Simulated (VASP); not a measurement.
# TaN (F-43m) in VASP: a series of runs, part 2 of 2

VASP 6.6.1.

### 3 Relaxation of cell and atoms, BLYP

Input file INCAR:

```
PREC     = Accurate       # precision mode
ENCUT    = 600            # plane-wave cutoff, eV
EDIFF    = 1E-6           # SCF threshold, eV
ISMEAR   = -1             # smearing method
SIGMA    = 0.05           # smearing width, eV
LREAL    = F              # projectors in reciprocal space
LASPH    = T              # aspherical terms in the spheres
NELM     = 80             # most SCF steps
ALGO     = Normal         # electronic algorithm
ISIF     = 3              # what is computed and relaxed
LWAVE    = F              # write WAVECAR
LCHARG   = F              # write CHGCAR
GGA      = B5             # functional
ALDAX    = 1.0          
AGGAX    = 1.0          
AGGAC    = 1.0          
ALDAC    = 0.0          
IBRION   = 2              # ionic algorithm
NSW      = 60             # ionic steps
EDIFFG   = -0.01          # ionic threshold
```

Input file KPOINTS:

```
Automatic mesh
0
Gamma
  9 9 9
```

Input file POSCAR:

```
TaN
1.0
    0.0000000000      2.4911437700      2.4911437700
    2.4911437700      0.0000000000      2.4911437700
    2.4911437700      2.4911437700      0.0000000000
Ta N
1 1
Direct
    0.0000000000      0.0000000000      0.0000000000
    0.2500000000      0.2500000000      0.2500000000
```

Potentials or basis: VASP PAW PBE potentials, release 64 (Ta_pv, N).

Launch:

```
cat potpaw_PBE.64/Ta_pv/POTCAR potpaw_PBE.64/N/POTCAR > POTCAR
mpirun -np 1 vasp_std > vasp.out
```

OUTCAR:

```text
PREC = Accurate
   ENCUT = 600
   EDIFF = 1E-6
   ISMEAR = -1
   LREAL = F
   LASPH = T
   NELM = 80
   ISIF = 3
   GGA = B5
   IBRION = 2
   NSW = 60
   EDIFFG = -0.01

 ion  position               nearest neighbor table
   1  0.000  0.000  0.000-   2 2.16   2 2.16   2 2.16   2 2.16
   2  0.250  0.250  0.250-   1 2.16   1 2.16   1 2.16   1 2.16

  LATTYP: Found a face centered cubic cell.
 ALAT       =     4.9822875400

  Lattice vectors:

 A1 = (   0.0000000000,   2.4911437700,   2.4911437700)
 A2 = (   2.4911437700,   0.0000000000,   2.4911437700)
 A3 = (   2.4911437700,   2.4911437700,   0.0000000000)

Analysis of symmetry for initial positions (statically):
=====================================================================
 Subroutine PRICEL returns:
 Original cell was already a primitive cell.

 Routine SETGRP: Setting up the symmetry group for a
 face centered cubic supercell.

 Subroutine GETGRP returns: Found 24 space group operations
 (whereof 24 operations were pure point group operations)
 out of a pool of 48 trial point group operations.

The static configuration has the point symmetry T_d .

Analysis of symmetry for dynamics (positions and initial velocities):
=====================================================================
 Subroutine PRICEL returns:
 Original cell was already a primitive cell.

 Routine SETGRP: Setting up the symmetry group for a
 face centered cubic supercell.

 Subroutine GETGRP returns: Found 24 space group operations
 (whereof 24 operations were pure point group operations)
 out of a pool of 48 trial point group operations.

The dynamic configuration has the point symmetry T_d .

 Subroutine INISYM returns: Found 24 space group operations
 (whereof 24 operations are pure point group operations),
 and found     1 'primitive' translations

----------------------------------------------------------------------------------------

                                     Primitive cell

  volume of cell :      30.9191

  direct lattice vectors                    reciprocal lattice vectors
     0.000000000  2.491143770  2.491143770    -0.200711017  0.200711017  0.200711017
     2.491143770  0.000000000  2.491143770     0.200711017 -0.200711017  0.200711017
     2.491143770  2.491143770  0.000000000     0.200711017  0.200711017 -0.200711017

  length of vectors
     3.523009305  3.523009305  3.523009305     0.347641679  0.347641679  0.347641679

  position of ions in fractional coordinates (direct lattice)
     0.000000000  0.000000000  0.000000000
     0.250000000  0.250000000  0.250000000

  ion indices of the primitive-cell ions
   primitive index   ion index
                 1           1
                 2           2

----------------------------------------------------------------------------------------

 KPOINTS: Automatic mesh

Automatic generation of k-mesh.
 Grid dimensions read from file:
 generate k-points for:    9    9    9

 Generating k-lattice:

  Cartesian coordinates                     Fractional coordinates (reciprocal lattice)
    -0.022301224  0.022301224  0.022301224     0.111111111  0.000000000  0.000000000
     0.022301224 -0.022301224  0.022301224     0.000000000  0.111111111  0.000000000
     0.022301224  0.022301224 -0.022301224     0.000000000  0.000000000  0.111111111

  Length of vectors
[... 44 lines left out ...]
   NGXF,Y,Z  is equivalent  to a cutoff of  26.43, 26.43, 26.43 a.u.
 SYSTEM =  unknown system
   PREC   = accura    normal or accurate (medium, high low for compatibility)
   ISTART =      0    job   : 0-new  1-cont  2-samecut
   ICHARG =      2    charge: 1-file 2-atom 10-const
   ISPIN  =      1    spin polarized calculation?
   LNONCOLLINEAR =      F non collinear calculations
   LSORBIT =      F    spin-orbit coupling
   LASPH  =      T    aspherical Exc in radial PAW
   ENCUT  =  600.0 eV  44.10 Ry    6.64 a.u.   7.04  7.04  7.04*2*pi/ulx,y,z
   NELM   =     80;   NELMIN=  2; NELMDL= -5     # of ELM steps
   EDIFF  = 0.1E-05   stopping-criterion for ELM
   LREAL  =      F    real-space projection
   EDIFFG = -.1E-01   stopping-criterion for IOM
   NSW    =     60    number of steps for IOM
   IBRION =      2    ionic relax: 0-MD 1-quasi-New 2-CG
   NFREE  =      1    steps in history (QN), initial steepest desc. (CG)
   ISIF   =      3    stress and relaxation
   ISYM   =      2    0-nonsym 1-usesym 2-fastsym
   POTIM  = 0.5000    time-step for ionic-motion
   TEBEG  =    0.0;   TEEND  =   0.0 temperature during run
   PSTRESS=    0.0 pullay stress
   NELECT =      16.0000    total number of electrons
   NUPDOWN=      -1.0000    fix difference up-down
   EMIN   =  10.00;   EMAX   =-10.00  energy-range for DOS
   EFERMI =   0.00;   METHOD = LEGACY
   ISMEAR =    -1;   SIGMA  =   0.05  broadening in eV -4-tet -1-fermi 0-gaus
   EFERMI_NEDOS =   21; number of points for ismear=-14 and -15
   IALGO  =     38    algorithm
   IMIX   =      4    mixing-type and parameters
     AMIX     =   0.40;   BMIX     =  1.00
     AMIX_MAG =   1.60;   BMIX_MAG =  1.00
  volume/ion in A,a.u.               =      15.46       104.33
  Fermi-wavevector in a.u.,A,eV,Ry     =   1.314335  2.483733 23.503740  1.727476
  Thomas-Fermi vector in A             =   2.444595
   LORBIT       =      0    0 simple, 1 ext, 2 COOP (PROOUT), +10 PAW based schemes
   GGA     = B5    functional components
   LHFCALC =     F    Hartree Fock is set to
   AEXX    =    0.0000 exact exchange contribution
   IVDW    =     0    specifies the selected vdW correction
   LEPSILON=     F    determine dielectric tensor
   LRPA    =     F    only Hartree local field effects (RPA)
 conjugate gradient relaxation of ions
 non-spin polarized calculation
  energy-cutoff  :      600.00
  volume of cell :       30.92
 maximum number of plane-waves:      1044
   NGX = 15   NGY = 15   NGZ = 15

--------------------------------------- Ionic step        1  -------------------------------------------

 number of electron      15.9999998 magnetization

 Free energy of the ion-electron system (eV)
  ---------------------------------------------------
  ext. energy  EPLUGINS =         0.00000000
  ---------------------------------------------------
  free energy    TOTEN  =       -19.64908832 eV

  energy without entropy =      -19.63570512  energy(sigma->0) =      -19.64239672

------------------------ aborting loop because EDIFF is reached ----------------------------------------

  FORCE on cell =-STRESS in cart. coord.  units (eV):
  Direction    XX          YY          ZZ          XY          YZ          ZX
  --------------------------------------------------------------------------------------
  -------------------------------------------------------------------------------------
  Total       -3.5751840     -3.5751840     -3.5751840      0.0000000     -0.0000000      0.0000000
  in kB     -185.2604067   -185.2604067   -185.2604067      0.0000000     -0.0000000      0.0000000
  external PRESSURE =    -185.2604067 kB  Pullay stress =       0.0000000 kB
[... 203 lines left out ...]
--------------------------------------- Ionic step        7  -------------------------------------------

 number of electron      16.0000001 magnetization

 Free energy of the ion-electron system (eV)
  ---------------------------------------------------
  ext. energy  EPLUGINS =         0.00000000
  ---------------------------------------------------
  free energy    TOTEN  =       -19.83795902 eV

  energy without entropy =      -19.82581773  energy(sigma->0) =      -19.83188837

 E-fermi :   6.9507     XC(G=0): -11.0907

 val. band max:        6.9367266636   @ k =  -0.3333   0.4444   0.2222
 cond. band min:       6.9750245763   @ k =  -0.3333   0.2222   0.0000
 fundamental gap:      0.0382979127
 Fermi energy:         6.9507329307

 k-point     1 :       0.0000    0.0000    0.0000
  band No.  band energies     occupation
      1     -28.6289      2.00000
      2     -28.6289      2.00000
      3     -28.6289      2.00000
      4     -10.2219      2.00000
      5       0.2621      2.00000
      6       0.2621      2.00000
      7       0.2621      2.00000
      8       5.9627      2.00000
      9       7.3670      0.00048
     10       7.3670      0.00048
     11      12.3609      0.00000
     12      12.3609      0.00000
[... 331 lines left out ...]
 k-point    24 :       0.4444    0.4444    0.0000
  band No.  band energies     occupation
      1     -28.9861      2.00000
      2     -28.7554      2.00000
      3     -28.7554      2.00000
      4      -8.8266      2.00000
      5      -1.0151      2.00000
      6       2.2015      2.00000
      7       2.2015      2.00000
      8       4.7268      2.00000
      9       8.1367      0.00000
     10       8.8973      0.00000
     11       9.9705      0.00000
     12       9.9705      0.00000

 [... further k-points ...]
[... 5 lines left out ...]
  --------------------------------------------------------------------------------------
  -------------------------------------------------------------------------------------
  Total       -0.0028754     -0.0028754     -0.0028754     -0.0000000      0.0000000      0.0000000
  in kB       -0.1649112     -0.1649112     -0.1649112     -0.0000000      0.0000000      0.0000000
  external PRESSURE =      -0.1649112 kB  Pullay stress =       0.0000000 kB
[... 17 lines left out ...]
  FREE ENERGIE OF THE ION-ELECTRON SYSTEM (eV)
  ---------------------------------------------------
  free  energy   TOTEN  =       -19.8379590211 eV

  energy  without entropy=      -19.8258177280  energy(sigma->0) =      -19.83188837

 reached required accuracy - stopping structural energy minimisation
```

Run time: 1.7 min. Hardware: 1 thread of Intel Xeon Platinum 8259CL at 2.50GHz (Skylake/Cascade Lake), shared host; peak memory 0.18 GiB.

What came out:

| Property | Result |
| --- | --- |
| Free energy | -19.8380 eV |
| Relaxed volume | 13.97 Å³/atom |
| Relaxed cell | a = 3.406 Å, b = 3.406 Å, c = 3.406 Å, α = 60.00°, β = 60.00°, γ = 60.00° |
| Space group after relaxing (to 0.05 Å) | F-43m (No. 216) |
| Energy gained by relaxing | 94.4 meV/atom |
| Ionic steps | 7 |
| Pressure after relaxing | 0.0 GPa |
| Band gap on the k mesh | zero (band 8 reaches 7.46 eV, above the bottom of band 9 at 6.92 eV) |

The path:
| step | energy change (eV) | largest force (eV/Å) | pressure (GPa) | volume (Å³) |
| --- | --- | --- | --- | --- |
| 1 | 0.0000 | 0.0000 | -18.53 | 30.92 |
| 2 | 0.4566 | 0.0000 | 55.15 | 23.59 |
| 3 | -0.1883 | 0.0000 | -1.16 | 28.08 |
| 4 | -0.1888 | 0.0000 | -0.24 | 27.97 |
| 5 | -0.1889 | 0.0000 | 0.19 | 27.91 |
| 6 | -0.1888 | 0.0000 | -0.22 | 27.97 |
| 7 | -0.1889 | 0.0000 | -0.02 | 27.94 |

Final structure:
```cif
data_structure
_symmetry_space_group_name_H-M 'P 1'
_symmetry_Int_Tables_number 1
_cell_length_a 3.4059
_cell_length_b 3.4059
_cell_length_c 3.4059
_cell_angle_alpha 60.000
_cell_angle_beta 60.000
_cell_angle_gamma 60.000
_cell_volume 27.94
loop_
_atom_site_label
_atom_site_type_symbol
_atom_site_fract_x
_atom_site_fract_y
_atom_site_fract_z
_atom_site_occupancy
Ta1 Ta 0.00000 0.00000 0.00000 1
N1 N 0.25000 0.25000 0.25000 1
```

Levels at points of the mesh, in eV from the Fermi level:
```
           k point  band 4  band 5  band 6  band 7  band 8  band 9  band 10  band 11  band 12
(0.00, 0.00, 0.00)  -17.17   -6.69   -6.69   -6.69   -0.99    0.42     0.42     5.41     5.41
```

Caveat: the PAW data sets were made with another functional, which shifts forces and pressure a little; spin-orbit coupling is left out, which moves the levels of the heavy elements.

### 4 Relaxation of cell and atoms, PBEsol+U

Input file INCAR:

```
PREC     = Accurate       # precision mode
ENCUT    = 600            # plane-wave cutoff, eV
EDIFF    = 1E-7           # SCF threshold, eV
ISMEAR   = -1             # smearing method
SIGMA    = 0.05           # smearing width, eV
LREAL    = False          # projectors in reciprocal space
LASPH    = True           # aspherical terms in the spheres
NELM     = 150            # most SCF steps
ALGO     = Normal         # electronic algorithm
ISIF     = 3              # what is computed and relaxed
LWAVE    = False          # write WAVECAR
LCHARG   = False          # write CHGCAR
LMAXMIX  = 4              # l up to which the mixer works
LDAU     = True           # DFT+U
LDAUTYPE = 2            
LDAUL    = 2 -1           # shell
LDAUU    = 8 0            # U, eV
LDAUJ    = 0 0          
LDAUPRINT= 1            
GGA      = PS             # functional
IBRION   = 2              # ionic algorithm
NSW      = 60             # ionic steps
EDIFFG   = -0.01          # ionic threshold
```

KPOINTS is that of step 3.

POSCAR is that of step 3.

Launch:

```
cat potpaw_PBE.64/Ta_pv/POTCAR potpaw_PBE.64/N/POTCAR > POTCAR
mpirun -np 1 vasp_std > vasp.out
```

Wall time 70 s (1 thread of Intel Xeon Platinum 8259CL at 2.50GHz (Skylake/Cascade Lake), shared host); peak memory 0.18 GiB.

Results (log left out):

```yaml
Free_energy: -15.9254 eV
Relaxed_volume: 14.16 Å³/atom
Relaxed_cell: a = 3.422 Å, b = 3.422 Å, c = 3.422 Å, α = 60.00°, β = 60.00°, γ = 60.00°
Space_group_after_relaxing_to_0.05_Å: F-43m (No. 216)
Energy_gained_by_relaxing: 75.0 meV/atom
Ionic_steps: 7
Pressure_after_relaxing: 0.0 GPa
Band_gap_on_the_k_mesh: zero (band 8 reaches 7.78 eV, above the bottom of band 9 at 7.29 eV)
```

Step by step:
| step | energy change (eV) | largest force (eV/Å) | pressure (GPa) | volume (Å³) |
| --- | --- | --- | --- | --- |
| 1 | 0.0000 | 0.0000 | -17.19 | 30.92 |
| 2 | 0.4619 | 0.0000 | 52.80 | 24.07 |
| 3 | -0.1495 | 0.0000 | -1.07 | 28.46 |
| 4 | -0.1499 | 0.0000 | -0.18 | 28.35 |
| 5 | -0.1499 | 0.0000 | 0.23 | 28.30 |
| 6 | -0.1499 | 0.0000 | -0.37 | 28.37 |
| 7 | -0.1499 | 0.0000 | 0.00 | 28.33 |

Final structure:
```cif
data_structure
_symmetry_space_group_name_H-M 'P 1'
_symmetry_Int_Tables_number 1
_cell_length_a 3.4216
_cell_length_b 3.4216
_cell_length_c 3.4216
_cell_angle_alpha 60.000
_cell_angle_beta 60.000
_cell_angle_gamma 60.000
_cell_volume 28.33
loop_
_atom_site_label
_atom_site_type_symbol
_atom_site_fract_x
_atom_site_fract_y
_atom_site_fract_z
_atom_site_occupancy
Ta1 Ta 0.00000 0.00000 0.00000 1
N1 N 0.25000 0.25000 0.25000 1
```

Levels at points of the mesh, in eV from the Fermi level:
| k point | band 5 | band 6 | band 7 | band 8 | band 9 | band 10 | band 11 | band 12 |
| --- | --- | --- | --- | --- | --- | --- | --- | --- |
| (0.00, 0.00, 0.00) | -6.98 | -6.98 | -6.98 | -2.20 | 1.08 | 1.08 | 4.97 | 4.97 |

Eigenvalues of the final occupation matrices:
| site | spin | trace | eigenvalues |
| --- | --- | --- | --- |
| site 1 d | 1 | 0.98 | 0.12 0.12 0.25 0.25 0.25 |
| site 1 d | 2 | 0.98 | 0.12 0.12 0.25 0.25 0.25 |

Caveat: the PAW data sets were made with another functional, which shifts forces and pressure a little; spin-orbit coupling is left out, which moves the levels of the heavy elements; U without spin polarisation on a metal has little footing.

### 5 Relaxation of cell and atoms, r2SCAN+D3(BJ)

POSCAR is that of step 4.

Input file INCAR.step1:

```
PREC     = Accurate       # precision mode
ENCUT    = 600            # plane-wave cutoff, eV
ISMEAR   = -1             # smearing method
SIGMA    = 0.05           # smearing width, eV
LREAL    = False          # projectors in reciprocal space
LASPH    = True           # aspherical terms in the spheres
NELM     = 60             # most SCF steps
GGA      = PE             # functional
ALGO     = Normal         # electronic algorithm
EDIFF    = 1E-4           # SCF threshold, eV
LWAVE    = True           # write WAVECAR
LCHARG   = False          # write CHGCAR
```

Input file INCAR.step2:

```
PREC     = Accurate       # precision mode
ENCUT    = 600            # plane-wave cutoff, eV
EDIFF    = 1E-6           # SCF threshold, eV
ISMEAR   = -1             # smearing method
SIGMA    = 0.05           # smearing width, eV
LREAL    = False          # projectors in reciprocal space
LASPH    = True           # aspherical terms in the spheres
NELM     = 60             # most SCF steps
ALGO     = Normal         # electronic algorithm
ISIF     = 3              # what is computed and relaxed
LWAVE    = False          # write WAVECAR
LCHARG   = False          # write CHGCAR
METAGGA  = R2SCAN         # meta-GGA
LMIXTAU  = True         
IVDW     = 12             # dispersion correction
VDW_S6   = 1.0          
VDW_S8   = 0.78981345   
VDW_A1   = 0.49484001   
VDW_A2   = 5.73083694   
IBRION   = 2              # ionic algorithm
NSW      = 60             # ionic steps
EDIFFG   = -0.01          # ionic threshold
ISTART   = 1
```

Input file KPOINTS:

```
regular mesh
0
Gamma
  9 9 9
```

Launch:

```
cat potpaw_PBE.64/Ta_pv/POTCAR potpaw_PBE.64/N/POTCAR > POTCAR
cp INCAR.step1 INCAR
mpirun -np 1 vasp_std > vasp.out
cp INCAR.step2 INCAR
mpirun -np 1 vasp_std > vasp.out
```

Wall time 4.1 min (1 thread of Intel Xeon Platinum 8259CL at 2.50GHz (Skylake/Cascade Lake), shared host); peak memory 0.19 GiB.

Results (log left out):

```yaml
Free_energy: -59.7476 eV
Relaxed_volume: 13.21 Å³/atom
Relaxed_cell: a = 3.343 Å, b = 3.343 Å, c = 3.343 Å, α = 60.00°, β = 60.00°, γ = 60.00°
Space_group_after_relaxing_to_0.05_Å: F-43m (No. 216)
Energy_gained_by_relaxing: 245.9 meV/atom
Ionic_steps: 5
Pressure_after_relaxing: 0.0 GPa
Band_gap_on_the_k_mesh: zero (band 8 reaches 7.55 eV, above the bottom of band 9 at 7.07 eV)
Dispersion_energy_per_atom: -0.179 eV
```

The path:
```tsv
step	energy change (eV)	largest force (eV/Å)	pressure (GPa)	volume (Å³)
1	0.0000	0.0000	-30.43	30.92
2	2.0009	0.0000	149.74	19.55
3	-0.4859	0.0000	-4.22	26.85
4	-0.4912	0.0000	-1.33	26.55
5	-0.4917	0.0000	0.01	26.41
```

Final structure:
```yaml
crystal:
  lattice:
    - [0.00000, 2.36375, 2.36375]
    - [2.36375, 0.00000, 2.36375]
    - [2.36375, 2.36375, 0.00000]
  atoms:
    - { symbol: Ta, position: [0.00000, 0.00000, 0.00000] }
    - { symbol: N, position: [0.25000, 0.25000, 0.25000] }
```

Levels at points of the mesh, in eV from the Fermi level:
```tsv
k point	band 5	band 6	band 7	band 8	band 9	band 10	band 11	band 12
(0.00, 0.00, 0.00)	-7.56	-7.56	-7.56	-1.19	0.54	0.54	5.98	5.98
```

Caveat: the PAW data sets were made with another functional, which shifts forces and pressure a little; spin-orbit coupling is left out, which moves the levels of the heavy elements; pairwise dispersion overbinds metals, which lowers pressure and volume.

### 6 Summary

```tsv
level	U	gap on the mesh (eV)	pressure (GPa)	relaxed volume (Å³/atom)
PBE	-	none	0.0	13.48
BLYP	-	none	0.0	13.97
PBEsol+U	Ta d U = 8.0 eV	none	0.0	14.16
r2SCAN+D3(BJ)	-	none	0.0	13.21
```

Alike in all rows: task relaxation of cell and atoms; potentials or basis VASP PAW PBE potentials, release 64 (Ta_pv, N); no spin polarisation; cell relaxed; k mesh 9 × 9 × 9; cutoff (eV) 600; smearing fermi-dirac 0.05 eV.

Caveats: spin-orbit coupling is left out, which moves the levels of the heavy elements; the PAW data sets were made with another functional, which shifts forces and pressure a little (some runs); U without spin polarisation on a metal has little footing (some runs); pairwise dispersion overbinds metals, which lowers pressure and volume (some runs).

Absolute energies hang on the potentials; compare differences alone.
